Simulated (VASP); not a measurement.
# NbP: single point with PBEsol

NbP:

```
CELL_PARAMETERS angstrom
0.00000 2.72606 2.72606
2.72606 0.00000 2.72606
2.72606 2.72606 0.00000
ATOMIC_POSITIONS crystal
Nb 0.00000 0.00000 0.00000
P 0.25000 0.25000 0.25000
```

This cell differs from its parent crystal: volume scaled by 0.960.

```yaml
Program: VASP 6.6.1
Task: single point
Functional: PBEsol
Potentials_or_basis: VASP PAW PBE potentials, release 64 (Nb_sv, P)
Cutoff: 520 eV
k_mesh: 10 × 10 × 10
Occupations: gaussian, width 0.05 eV
Spin: no spin polarisation
```

```yaml
Pressure: 5.1 GPa
Band_gap_on_the_k_mesh: zero (band 9 reaches 8.17 eV, above the bottom of band 10 at 7.45 eV)
```

Levels at points of the mesh, in eV from the Fermi level:
```tsv
k point	band 7	band 8	band 9	band 10	band 11	band 12
(0.00, 0.00, 0.00)	-3.93	-3.93	-0.01	-0.01	3.09	6.00
(0.50, 0.00, 0.00)	-3.45	-3.45	0.55	0.55	0.90	3.69
(0.50, 0.50, 0.00)	-2.17	-2.17	-1.31	1.13	1.24	1.72
```

It took 27 s on 1 thread of Intel(R) Xeon(R) 6975P-C (Granite Rapids), with other jobs on the host, peak memory 0.18 GiB.

Caveat: the PAW data sets were made with another functional, which shifts forces and pressure a little.
